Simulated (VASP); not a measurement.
# FeGe (P1) in VASP: a series of runs, part 2 of 2

VASP 6.6.1. The steps go on from the part before.

## 5. Single point, r2SCAN, collinear spin, ferromagnetic start

Contents of POSCAR:

```
FeGe
1.0
    3.0161730360      0.0000000000      0.0000000000
    0.0000000000      3.0161730360      0.0000000000
    0.0000000000      0.0000000000      3.0161730360
Fe Ge
1 1
Direct
    0.0000000000      0.0000000000      0.0000000000
    0.4633440200      0.4507515000      0.4535288900
```

Contents of INCAR.step1:

```
  ALGO = Normal
  EDIFF = 1E-4
  ENCUT = 520
  GGA = PE
  ISMEAR = 0
  ISPIN = 2
  LASPH = T
  LCHARG = F
  LMAXMIX = 4
  LREAL = F
  LWAVE = T
  MAGMOM = 4 0
  NBANDS = 22
  NELM = 150
  PREC = Accurate
  SIGMA = 0.05
```

Contents of INCAR.step2:

```
  ALGO = Normal
  EDIFF = 1E-6
  ENCUT = 520
  ISIF = 2
  ISMEAR = 0
  ISPIN = 2
  ISTART = 1
  LASPH = T
  LCHARG = F
  LMAXMIX = 4
  LMIXTAU = T
  LORBIT = 11
  LREAL = F
  LWAVE = F
  MAGMOM = 4 0
  METAGGA = R2SCAN
  NBANDS = 22
  NELM = 150
  PREC = Accurate
  SIGMA = 0.05
```

Contents of KPOINTS:

```
k-points
0
Gamma
  3 3 3
```

Run with:

```
> cat potpaw_PBE.64/Fe/POTCAR potpaw_PBE.64/Ge_d/POTCAR > POTCAR
> cp INCAR.step1 INCAR
> mpirun -np 1 vasp_std > vasp.out
> cp INCAR.step2 INCAR
> mpirun -np 1 vasp_std > vasp.out
```

Wall time 65 s (1 thread of Intel Xeon 6975P-C (Granite Rapids), shared host); peak memory 0.16 GiB.

It converged, with:

```yaml
Free_energy: -27.4586 eV
Pressure: -4.8 GPa
Largest_force: 0.944 eV/Å
Net_moment: 1.93 μB per cell
Site_moments: Fe +1.97; Ge -0.01 μB
Valence_electrons_inside_the_program's_atomic_spheres: Fe 7.13; Ge 12.42
```

Forces on the atoms (eV/Å):
```
Fe  -0.461 -0.596 -0.569
Ge   0.461  0.596  0.569
```

Stress tensor (GPa, compression positive):
```
-4.41  2.39  2.29
 2.39 -4.97  3.05
 2.29  3.05 -4.98
```

Levels at points of the mesh, in eV from the Fermi level:
Spin up:
| k point | band 10 | band 11 | band 12 | band 13 | band 14 | band 15 |
| --- | --- | --- | --- | --- | --- | --- |
| (0.00, 0.00, 0.00) | -1.68 | -1.67 | 3.13 | 3.19 | 3.23 | 8.52 |
Spin down:
```
           k point  band 6  band 7  band 8  band 9  band 10  band 11  band 12  band 13  band 14  band 15
(0.00, 0.00, 0.00)  -13.36   -1.28   -1.25    0.16     0.40     0.42     3.28     3.34     3.36     9.24
```

Caveat: the k points lie up to 0.69 Å⁻¹ apart; the PAW data sets were made with another functional, which shifts forces and pressure a little.

## 6. Single point, r2SCAN, collinear spin, ferromagnetic start

Contents of POSCAR:

```
FeGe
1.0
    3.0161730080      0.0000000000      0.0000000000
    0.0000000000      3.0161730080      0.0000000000
    0.0000000000      0.0000000000      3.0161730080
Fe Ge
1 1
Direct
    0.0000000000      0.0000000000      0.0000000000
    0.4633440200      0.4507515000      0.4535288900
```

Contents of INCAR.step1:

```
SYSTEM = FeGe
PREC = Accurate
ENCUT = 520
ISMEAR = 0
SIGMA = 0.05
LREAL = .False.
LASPH = .True.
NELM = 150
ISPIN = 2
MAGMOM = 4 0
LMAXMIX = 4
NBANDS = 22
GGA = PE
ALGO = Normal
EDIFF = 1E-4
LWAVE = .True.
LCHARG = .False.
```

Contents of INCAR.step2:

```
SYSTEM = FeGe
PREC = Accurate
ENCUT = 520
EDIFF = 1E-6
ISMEAR = 0
SIGMA = 0.05
LREAL = .False.
LASPH = .True.
NELM = 150
ALGO = Normal
ISIF = 2
LWAVE = .False.
LCHARG = .False.
ISPIN = 2
MAGMOM = 4 0
LORBIT = 11
LMAXMIX = 4
METAGGA = R2SCAN
LMIXTAU = .True.
NBANDS = 22
ISTART = 1
```

Contents of KPOINTS:

```
regular mesh
0
Gamma
  3 3 3
  0 0 0
```

Potentials or basis: VASP PAW PBE potentials, release 64 (Fe, Ge_d).

Run with:

```
> cat potpaw_PBE.64/Fe/POTCAR potpaw_PBE.64/Ge_d/POTCAR > POTCAR
> cp INCAR.step1 INCAR
> mpirun -np 1 vasp_std > vasp.out
> cp INCAR.step2 INCAR
> mpirun -np 1 vasp_std > vasp.out
```

OUTCAR:

```text
SYSTEM = FeGe
   PREC = Accurate
   ENCUT = 520
   EDIFF = 1E-6
   ISMEAR = 0
   LREAL = .False.
   LASPH = .True.
   NELM = 150
   ISIF = 2
   ISPIN = 2
   LORBIT = 11
   METAGGA = R2SCAN
   ISTART = 1

 ion  position               nearest neighbor table
   1  0.000  0.000  0.000-   2 2.38   2 2.52   2 2.55   2 2.56   2 2.68   2 2.69   2 2.72   2 2.84

   2  0.463  0.451  0.454-   1 2.38   1 2.52   1 2.55   1 2.56   1 2.68   1 2.69   1 2.72   1 2.84

  LATTYP: Found a simple cubic cell.
 ALAT       =     3.0161730080

  Lattice vectors:

 A1 = (   3.0161730080,   0.0000000000,   0.0000000000)
 A2 = (   0.0000000000,   3.0161730080,   0.0000000000)
 A3 = (   0.0000000000,   0.0000000000,   3.0161730080)

Analysis of symmetry for initial positions (statically):
=====================================================================
 Subroutine PRICEL returns:
 Original cell was already a primitive cell.

 Routine SETGRP: Setting up the symmetry group for a
 simple cubic supercell.

 Subroutine GETGRP returns: Found  1 space group operations
 (whereof  1 operations were pure point group operations)
 out of a pool of 48 trial point group operations.

The static configuration has the point symmetry C_1 .

Analysis of symmetry for dynamics (positions and initial velocities):
=====================================================================
 Subroutine PRICEL returns:
 Original cell was already a primitive cell.

 Routine SETGRP: Setting up the symmetry group for a
 simple cubic supercell.

 Subroutine GETGRP returns: Found  1 space group operations
 (whereof  1 operations were pure point group operations)
 out of a pool of 48 trial point group operations.

The dynamic configuration has the point symmetry C_1 .

Analysis of structural, dynamic, and magnetic symmetry:
=====================================================================
 Subroutine PRICEL returns:
 Original cell was already a primitive cell.

 Routine SETGRP: Setting up the symmetry group for a
 simple cubic supercell.

 Subroutine GETGRP returns: Found  1 space group operations
 (whereof  1 operations were pure point group operations)
 out of a pool of 48 trial point group operations.

The overall configuration has the point symmetry C_1 .

 Subroutine INISYM returns: Found  1 space group operations
 (whereof  1 operations are pure point group operations),
 and found     1 'primitive' translations

----------------------------------------------------------------------------------------

                                     Primitive cell

  volume of cell :      27.4390

  direct lattice vectors                    reciprocal lattice vectors
     3.016173008  0.000000000  0.000000000     0.331545968  0.000000000  0.000000000
     0.000000000  3.016173008  0.000000000     0.000000000  0.331545968  0.000000000
     0.000000000  0.000000000  3.016173008     0.000000000  0.000000000  0.331545968

  length of vectors
     3.016173008  3.016173008  3.016173008     0.331545968  0.331545968  0.331545968

  position of ions in fractional coordinates (direct lattice)
     0.000000000  0.000000000  0.000000000
     0.463344020  0.450751500  0.453528890

  ion indices of the primitive-cell ions
   primitive index   ion index
[... 55 lines left out ...]
   ISTART =      1    job   : 0-new  1-cont  2-samecut
   ICHARG =      0    charge: 1-file 2-atom 10-const
   ISPIN  =      2    spin polarized calculation?
   LNONCOLLINEAR =      F non collinear calculations
   LSORBIT =      F    spin-orbit coupling
   LASPH  =      T    aspherical Exc in radial PAW
   ENCUT  =  520.0 eV  38.22 Ry    6.18 a.u.   5.61  5.61  5.61*2*pi/ulx,y,z
   NELM   =    150;   NELMIN=  2; NELMDL=  0     # of ELM steps
   EDIFF  = 0.1E-05   stopping-criterion for ELM
   LREAL  =      F    real-space projection
   EDIFFG = 0.1E-04   stopping-criterion for IOM
   NSW    =      0    number of steps for IOM
   IBRION =     -1    ionic relax: 0-MD 1-quasi-New 2-CG
   NFREE  =      0    steps in history (QN), initial steepest desc. (CG)
   ISIF   =      2    stress and relaxation
   ISYM   =      2    0-nonsym 1-usesym 2-fastsym
   POTIM  = 0.5000    time-step for ionic-motion
   TEBEG  =    0.0;   TEEND  =   0.0 temperature during run
   PSTRESS=    0.0 pullay stress
   NELECT =      22.0000    total number of electrons
   NUPDOWN=      -1.0000    fix difference up-down
   EMIN   =  10.00;   EMAX   =-10.00  energy-range for DOS
   EFERMI =   0.00;   METHOD = LEGACY
   ISMEAR =     0;   SIGMA  =   0.05  broadening in eV -4-tet -1-fermi 0-gaus
   EFERMI_NEDOS =   21; number of points for ismear=-14 and -15
   IALGO  =     38    algorithm
   IMIX   =      4    mixing-type and parameters
     AMIX     =   0.40;   BMIX     =  1.00
     AMIX_MAG =   1.60;   BMIX_MAG =  1.00
  volume/ion in A,a.u.               =      13.72        92.58
  Fermi-wavevector in a.u.,A,eV,Ry     =   1.520873  2.874032 31.470999  2.313053
  Thomas-Fermi vector in A             =   2.629664
   LORBIT       =     11    0 simple, 1 ext, 2 COOP (PROOUT), +10 PAW based schemes
   METAGGA = R2SCAN    functional components
   LHFCALC =     F    Hartree Fock is set to
   AEXX    =    0.0000 exact exchange contribution
   IVDW    =     0    specifies the selected vdW correction
   LEPSILON=     F    determine dielectric tensor
   LRPA    =     F    only Hartree local field effects (RPA)
 spin polarized calculation
 Gauss-broadening in eV      SIGMA  =   0.05
  energy-cutoff  :      520.00
  volume of cell :       27.44
 maximum number of plane-waves:       748
 NGX is ok and might be reduce to    24
   NGX = 11   NGY = 11   NGZ = 11

 number of electron      22.0000004 magnetization       1.9259388

 Free energy of the ion-electron system (eV)
  ---------------------------------------------------
  ext. energy  EPLUGINS =         0.00000000
  ---------------------------------------------------
  free energy    TOTEN  =       -27.45857178 eV

  energy without entropy =      -27.45671945  energy(sigma->0) =      -27.45764562

 E-fermi :   7.2504     XC(G=0): -13.7530

 val. band max:        7.2259724320   @ k =   0.3333   0.3333   0.0000
 cond. band min:       7.4077370358   @ k =   0.0000   0.0000   0.0000
 fundamental gap:      0.1817646038
 Fermi energy:         7.2504083019

 spin component 1

 k-point     1 :       0.0000    0.0000    0.0000
  band No.  band energies     occupation
      1     -17.7616      1.00000
      2     -17.7609      1.00000
      3     -17.6788      1.00000
      4     -17.6707      1.00000
      5     -17.6699      1.00000
      6      -5.9771      1.00000
[... 339 lines left out ...]
     21      31.7358      0.00000
     22      34.7427      0.00000
 Fermi energy:         7.2504083019

 spin component 2

 k-point     1 :       0.0000    0.0000    0.0000
  band No.  band energies     occupation
      1     -17.7540      1.00000
      2     -17.7537      1.00000
      3     -17.6622      1.00000
      4     -17.6586      1.00000
      5     -17.6583      1.00000
      6      -6.1061      1.00000
[... 339 lines left out ...]
     21      32.2556      0.00000
     22      34.8503      0.00000

------------------------ aborting loop because EDIFF is reached ----------------------------------------

  FORCE on cell =-STRESS in cart. coord.  units (eV):
  Direction    XX          YY          ZZ          XY          YZ          ZX
  --------------------------------------------------------------------------------------
  -------------------------------------------------------------------------------------
  Total       -0.7548237     -0.8512680     -0.8521528      0.4085937      0.5215872      0.3914708
  in kB      -44.0744991    -49.7059216    -49.7575882     23.8579693     30.4557112     22.8581562
  external PRESSURE =     -47.8460030 kB  Pullay stress =       0.0000000 kB

 VOLUME and BASIS-vectors are now :
 -----------------------------------------------------------------------------
  energy-cutoff  :      520.00
  volume of cell :       27.44
      direct lattice vectors                 reciprocal lattice vectors
     3.016173008  0.000000000  0.000000000     0.331545968  0.000000000  0.000000000
     0.000000000  3.016173008  0.000000000     0.000000000  0.331545968  0.000000000
     0.000000000  0.000000000  3.016173008     0.000000000  0.000000000  0.331545968

 POSITION                                       TOTAL-FORCE (eV/Angst)
 -----------------------------------------------------------------------------------
      0.00000      0.00000      0.00000        -0.461051     -0.596105     -0.568621
      1.39753      1.35954      1.36792         0.461051      0.596105      0.568621
 -----------------------------------------------------------------------------------
    total drift:                               -0.005605      0.005659      0.004834

  FREE ENERGIE OF THE ION-ELECTRON SYSTEM (eV)
  ---------------------------------------------------
  free  energy   TOTEN  =       -27.4585717765 eV

  energy  without entropy=      -27.4567194540  energy(sigma->0) =      -27.45764562

 total charge

# of ion       s       p       d       tot
------------------------------------------
    1        0.389   0.409   6.333   7.130
    2        1.139   1.204  10.078  12.421
--------------------------------------------------
tot          1.528   1.613  16.410  19.551

 magnetization (x)

# of ion       s       p       d       tot
------------------------------------------
    1        0.010   0.009   1.951   1.970
    2        0.049  -0.043  -0.011  -0.005
--------------------------------------------------
tot          0.059  -0.034   1.939   1.965
```

It took 69 s on 1 thread of Intel Xeon 6975P-C (Granite Rapids), shared host; peak memory 0.16 GiB.

What came out:

| Quantity | Value |
| --- | --- |
| Free energy | -27.4586 eV |
| Pressure | -4.8 GPa |
| Largest force | 0.944 eV/Å |
| Net moment | 1.93 μB per cell |
| Site moments | Fe +1.97; Ge -0.01 μB |
| Valence electrons inside the program's atomic spheres | Fe 7.13; Ge 12.42 |

Forces in eV/Å, atoms in the order of the input:
```
Fe  -0.461 -0.596 -0.569
Ge   0.461  0.596  0.569
```

Stress tensor (GPa, compression positive):
```
-4.41  2.39  2.29
 2.39 -4.97  3.05
 2.29  3.05 -4.98
```

Caveat: the k points lie up to 0.69 Å⁻¹ apart; the PAW data sets were made with another functional, which shifts forces and pressure a little.
